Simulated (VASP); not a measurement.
## Ir: single point with LDA

The system is Ir.

```
Ir
1.0
     0.00000    1.91970    1.91970
     1.91970    0.00000    1.91970
     1.91970    1.91970    0.00000
Ir
1
Direct
  0.00000 0.00000 0.00000
```

```
Program             : VASP 6.6.1
Task                : single point
Functional          : LDA
Potentials or basis : VASP PAW LDA potentials, release 64 (Ir)
Cutoff              : 520 eV
k mesh              : 15 × 15 × 15
Occupations         : fermi-dirac, width 0.05 eV
Spin                : non-collinear spin, zero start, spin-orbit coupling
Starting moments    : [[0.0, 0.0, 0.0]] μB
```

The pressure is -5.2 GPa and the net moment is 0.00 μB per cell. The valence electrons inside the program's atomic spheres are Ir 8.42.

Moments on the atoms (μB; x, y, z):
```
Ir  0.00 0.00 0.00
```

Wall time 84 s on 1 thread of Intel Xeon 8259CL (shared host), peak memory 0.18 GiB.

Caveat: the cell stands under tension.
